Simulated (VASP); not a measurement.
Wanted: the native input for a VASP 6.6.1 run.

- Task: relaxation of cell and atoms
- Functional: PBEsol
- Potentials or basis: VASP PAW PBE potentials, release 64 (B, N)
- Cutoff: 600 eV
- k mesh: 8 × 8 × 4
- Occupations: fermi-dirac, width 0.05 eV
- Spin: no spin polarisation
- Dipole correction: no
- Further INCAR settings: ALGO = Normal; EDIFF = 1e-06; IBRION = 2; EDIFFG = -0.01; NSW = 100; ISIF = 3

The structure of BN lies in POSCAR:

```
BN
1.0
    2.5358406451     -0.0132525136      0.0106545747
   -2.5587946721      4.4198734590      0.0426880375
    0.0176247839      0.0509449727      4.2162762673
B N
4 4
Direct
    0.3710541998      0.3331887094     -0.0286747003
    0.6582022022      0.1584224520      0.4492042181
    0.3928883954      0.8417332417     -0.0062789816
    0.7459273637      0.6824484884      0.4845735759
    0.3111373320      0.3230190930      0.3557825247
    0.6971151362      0.1770089773      0.8800331812
    0.3221917185      0.8277921578      0.3502473626
    0.6603911709      0.6326452089      0.8827053233
```

These files were run (other wordings do the same):

INCAR

```
  PREC = Accurate
  ENCUT = 600
  EDIFF = 1E-6
  ISMEAR = -1
  SIGMA = 0.05
  LREAL = False
  LASPH = True
  NELM = 60
  ALGO = Normal
  ISIF = 3
  LWAVE = False
  LCHARG = False
  GGA = PS
  IBRION = 2
  NSW = 100
  EDIFFG = -0.01
```

KPOINTS

```
regular mesh
0
Gamma
  8 8 4
```

Potentials or basis: VASP PAW PBE potentials, release 64 (B, N).

The run is started by

```console
$ cat potpaw_PBE.64/B/POTCAR potpaw_PBE.64/N/POTCAR > POTCAR
$ mpirun -np 1 vasp_std > vasp.out
```

It gave:

The relaxed volume is 5.88 Å³/atom. The relaxed cell is a = 2.542 Å, b = 5.084 Å, c = 4.204 Å, α = 90.00°, β = 90.00°, γ = 120.00°. The space group after relaxing (to 0.1 Å) is P6_3mc (No. 186), the energy gained by relaxing is 306.7 meV/atom and the ionic steps are 18. The pressure after relaxing is 0.0 GPa, the largest force after relaxing is 0.008 eV/Å and the band gap on the k mesh is 5.03 eV (least direct gap 6.54 eV).

Caveat: the structure was generated, so it needn't be the stable form of BN; the PAW data sets were made with another functional, which shifts forces and pressure a little.

It took 15 min on 1 thread of Intel(R) Xeon(R) Platinum 8488C (Sapphire Rapids), with other jobs on the host, peak memory 0.27 GiB.
